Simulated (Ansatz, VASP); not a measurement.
This is a calculation of Pb for VASP 6.6.1.

Contents of INCAR:

```
SYSTEM = Pb
PREC = Accurate ; ENCUT = 600
EDIFF = 1E-6 ; ISMEAR = -1
SIGMA = 0.05 ; LREAL = .False.
LASPH = .True. ; NELM = 60
ALGO = Normal ; ISIF = 3
LWAVE = .False. ; LCHARG = .False.
GGA = B5 ; ALDAX = 1.0
AGGAX = 1.0 ; AGGAC = 1.0
ALDAC = 0.0 ; IVDW = 12
VDW_S6 = 1.0 ; VDW_S8 = 2.6996
VDW_A1 = 0.4298 ; VDW_A2 = 4.2359
IBRION = 2 ; NSW = 60
EDIFFG = -0.01
```

The input KPOINTS:

```
regular mesh
0
Gamma
  9 9 9
  0 0 0
```

POSCAR

```
Pb
1.0
    0.0000000000      2.4750200000      2.4750200000
    2.4750200000      0.0000000000      2.4750200000
    2.4750200000      2.4750200000      0.0000000000
Pb
1
Direct
    0.0000000000      0.0000000000      0.0000000000
```

Potentials or basis: VASP PAW PBE potentials, release 64 (Pb_d).

Launch:

```bash
$ cat potpaw_PBE.64/Pb_d/POTCAR > POTCAR
$ mpirun -np 1 vasp_std > vasp.out
```

**Question.** Translate it to Ansatz 0.2.0. Potentials there: Ansatz PAW.

**Answer.** As run (the cutoff follows the program's own potentials):

Contents of input.yaml:

```yaml
crystal:
  lattice:
    - [0.0, 2.47502, 2.47502]
    - [2.47502, 0.0, 2.47502]
    - [2.47502, 2.47502, 0.0]
  atoms:
    - { symbol: Pb, position: [0.0, 0.0, 0.0] }
hamiltonian:
  xc: blyp
  pseudopotentials: { kind: paw }
  dispersion: d3bj
kpoints:
  mp_grid: { grid: [9, 9, 9] }
scf:
  occupations: { method: fermi_dirac, width: 0.05 }
output:
  forces: true
  stress: true
relax:
  f_tol: 0.01
  max_steps: 40
  cell: { stress_tol: 0.05 }
```

Potentials or basis: Ansatz PAW.

Run with:

```sh
$ ansatz run input.yaml --threads 2 --pin off --max-ram 5632MiB --backend cpu --events-out ev --progress --plain --runs-dir out
```

Both were run:

|  | VASP | Ansatz | Ansatz less VASP |
| --- | --- | --- | --- |
| relaxed volume (Å³/atom) | 30.82 | 30.71 | -0.107 |
| relaxed cell length with the largest relative difference (Å) | 3.519 | 3.515 | -0.0041 |

VASP's potentials were made for PBE, not for BLYP.

Neither program's run includes spin-orbit coupling. Noted on Ansatz's run: the plane-wave basis is chosen anew once the cell has moved, so the energies of steps on either side of that aren't comparable.
